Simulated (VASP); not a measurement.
Set up this calculation in VASP 6.6.1, as the native input.

```
Task                   : relaxation of cell and atoms
Functional             : PBE
Potentials or basis    : VASP PAW PBE potentials, release 64 (In_d, O)
Cutoff                 : 600 eV
k mesh                 : 3 × 3 × 4
Occupations            : gaussian, width 0.2 eV
Spin                   : no spin polarisation
Dipole correction      : no
Further INCAR settings : ALGO = Normal; EDIFF = 1e-06; IBRION = 2; EDIFFG = -0.08; NSW = 36; ISIF = 3
```

The structure of In6O lies in POSCAR:

```
In6O
1.0
    6.7010378300      0.0000000000      0.0000000000
   -3.3505189200      5.8032690000      0.0000000000
    0.0000000000      0.0000000000      4.3929545100
In O
6 1
Direct
    0.3037152500      0.0000000000      0.8171795500
    0.0000000000      0.3037152500      0.8171795500
    0.6962847500      0.6962847500      0.8171795500
    0.0000000000      0.6962847500      0.1828204500
    0.6962847500      0.0000000000      0.1828204500
    0.3037152500      0.3037152500      0.1828204500
    0.0000000000      0.0000000000      0.5000000000
```

One way to write it, as run:

INCAR

```
SYSTEM = In6O
  PREC = Accurate
  ENCUT = 600
  EDIFF = 1E-6
  ISMEAR = 0
  SIGMA = 0.2
  LREAL = .FALSE.
  LASPH = .TRUE.
  NELM = 60
  ALGO = Normal
  ISIF = 3
  LWAVE = .FALSE.
  LCHARG = .FALSE.
  GGA = PE
  IBRION = 2
  NSW = 36
  EDIFFG = -0.08
```

KPOINTS

```
Automatic mesh
0
G
  3 3 4
  0 0 0
```

Potentials or basis: VASP PAW PBE potentials, release 64 (In_d, O).

Launch:

```bash
$ cat potpaw_PBE.64/In_d/POTCAR potpaw_PBE.64/O/POTCAR > POTCAR
$ mpirun -np 1 vasp_std > vasp.out
```

It gave:

```
Relaxed volume                         : 25.10 Å³/atom
Relaxed cell                           : a = 6.270 Å, b = 6.270 Å, c = 5.160 Å, α = 90.00°, β = 90.00°, γ = 120.00°
Space group after relaxing (to 0.05 Å) : P-31m (No. 162)
Energy gained by relaxing              : 492.5 meV/atom
Ionic steps                            : 19
Pressure after relaxing                : -0.2 GPa
Largest force after relaxing           : 0.058 eV/Å
Band gap on the k mesh                 : zero (band 42 reaches 6.83 eV, above the bottom of band 43 at 6.30 eV)
```

Caveat: the k points lie up to 0.39 Å⁻¹ apart in the final cell; spin-orbit coupling is left out, which moves the levels of the heavy elements; the relaxation stopped at a loose force limit of 0.08 eV/Å, so its end isn't a converged minimum.

Wall time 21 min on 1 thread of Intel(R) Xeon(R) 6975P-C (Granite Rapids), on a shared host, peak memory 0.36 GiB.
